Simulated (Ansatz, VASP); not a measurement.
**ScInSbP3 in VASP and in Ansatz**

```
Sc In Sb P
1.0
     5.37745    0.00000    0.00000
    -2.68873    4.65701    0.00000
     0.00000    0.00000    6.41870
Sc In Sb P
1 1 1 3
Direct
  0.66667 0.33333 0.00000
  0.33333 0.66667 0.50000
  0.00000 0.00000 0.50000
  0.14181 0.85819 0.00000
  0.14181 0.28361 0.00000
  0.71639 0.85819 0.00000
```

Alike in both runs: task single point; functional PBE; k mesh 6 × 6 × 4; occupations gaussian, width 0.1 eV; no spin polarisation.

|  | VASP | Ansatz |
| --- | --- | --- |
| version | VASP 6.6.1 | Ansatz 0.2.0 |
| potentials or method | VASP PAW PBE potentials, release 64 (Sc_sv, In_d, Sb, P), cutoff 520 eV | scalar-relativistic, plane waves, PAW |
| valence electrons in the cell | 44 | 54 |

```csv
,VASP,Ansatz,Ansatz less VASP
gap on the k mesh at the Fermi level (eV),none,none,-
pressure (GPa),-2.9,-2.9,+0.08
"traceless stress, the component that is largest in VASP (GPa)",-0.76,-0.80,-0.037
rms of the force components (eV/Å),0.205,0.239,+0.0339
```

Atom by atom the forces differ by 0.034 eV/Å (rms over components). A gap of «none» marks a metal or a gap that the smearing closes. With one functional, cell and mesh, what is left measures potentials, basis and numerics. VASP's potentials hold 44 valence electrons a cell and Ansatz's 54, so a difference there can come from the potentials and not from the codes.

Neither program's run includes spin-orbit coupling.
